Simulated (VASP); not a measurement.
A run of VASP 6.6.1 is set up as follows.

File POSCAR:

```
CdS
1.0
    0.0000000000      2.9392087863      2.9392087863
    2.9392087863      0.0000000000      2.9392087863
    2.9392087863      2.9392087863      0.0000000000
Cd S
1 1
Direct
    0.0000000000      0.0000000000      0.0000000000
    0.2500000000      0.2500000000      0.2500000000
```

Contents of INCAR.step1:

```
ALGO = Normal
EDIFF = 1E-4
ENCUT = 520
GGA = PE
ISMEAR = -1
LASPH = True
LCHARG = False
LREAL = False
LWAVE = True
NBANDS = 16
NELM = 80
PREC = Accurate
SIGMA = 0.02
```

The input INCAR.step2:

```
ALGO = Normal
EDIFF = 1E-7
ENCUT = 520
ISIF = 2
ISMEAR = -1
ISTART = 1
LASPH = True
LCHARG = False
LMIXTAU = True
LREAL = False
LWAVE = False
METAGGA = R2SCAN
NBANDS = 16
NELM = 80
PREC = Accurate
SIGMA = 0.02
```

The input KPOINTS:

```
k-points
0
Gamma
  6 6 6
```

Potentials or basis: VASP PAW PBE potentials, release 64 (Cd, S).

Run with:

```bash
$ cat potpaw_PBE.64/Cd/POTCAR potpaw_PBE.64/S/POTCAR > POTCAR
$ cp INCAR.step1 INCAR
$ mpirun -np 1 vasp_std > vasp.out
$ cp INCAR.step2 INCAR
$ mpirun -np 1 vasp_std > vasp.out
```

Problem. What does it give for the pressure?

Solution. 0.3 GPa.

Problem. Predict the band gap on the k mesh.

Solution. 1.54 eV, direct.

Caveat: the PAW data sets were made with another functional, which shifts forces and pressure a little. r2SCAN opens gaps a little over a GGA but as a rule still falls short of measured ones.
